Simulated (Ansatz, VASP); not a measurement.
## One calculation of Al3Cl, two programs

```
Al Cl
1.0
     5.70407    0.00000    0.00000
    -2.85204    4.93987    0.00000
     0.00000    0.00000    2.98166
Al Cl
3 1
Direct
  0.50000 0.00000 0.50000
  0.00000 0.50000 0.50000
  0.50000 0.50000 0.50000
  0.00000 0.00000 0.00000
```

Alike in both runs: functional PBE; k mesh 6 × 6 × 6; occupations gaussian, width 0.1 eV; no spin polarisation.

Ansatz relaxed the structure, and its values are those at the end. VASP's run is a single point on that final structure, the one shown.

```csv
,VASP,Ansatz
version,VASP 6.6.1,Ansatz 0.2.0
potentials or method,"VASP PAW PBE potentials, release 64 (Al, Cl), cutoff 520 eV","scalar-relativistic, plane waves, PAW"
valence electrons in the cell,16,16
```

```tsv
	VASP	Ansatz	Ansatz less VASP
gap on the k mesh at the Fermi level (eV)	none	none	-
pressure (GPa)	-0.1	-0.1	+0.03
```

A gap of «none» marks a metal or a gap that the smearing closes.
